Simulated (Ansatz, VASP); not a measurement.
**Mg: VASP beside Ansatz**

```
Mg
1.0
     0.00000    2.19049    2.19049
     2.19049    0.00000    2.19049
     2.19049    2.19049    0.00000
Mg
1
Cartesian
  0.0000 0.0000 0.0000
```

Alike in both runs: task single point; functional RPBE; k mesh 13 × 13 × 13; occupations fermi-dirac, width 0.1 eV; no spin polarisation.

|  | VASP | Ansatz |
| --- | --- | --- |
| version | VASP 6.6.1 | Ansatz 0.2.0 |
| potentials or method | VASP PAW PBE potentials, release 64 (Mg), cutoff 520 eV | plane waves (420 eV) with PAW, scalar-relativistic |
| valence electrons in the cell | 2 | 10 |

Ansatz gave:

```
pressure (GPa) : 5.5
```

Task: Estimate VASP's values.

Result: Pressure (GPa): 5.3.

VASP's potentials were made for PBE, not for RPBE. VASP's potentials hold 2 valence electrons a cell and Ansatz's 10, so a difference there can come from the potentials and not from the codes.
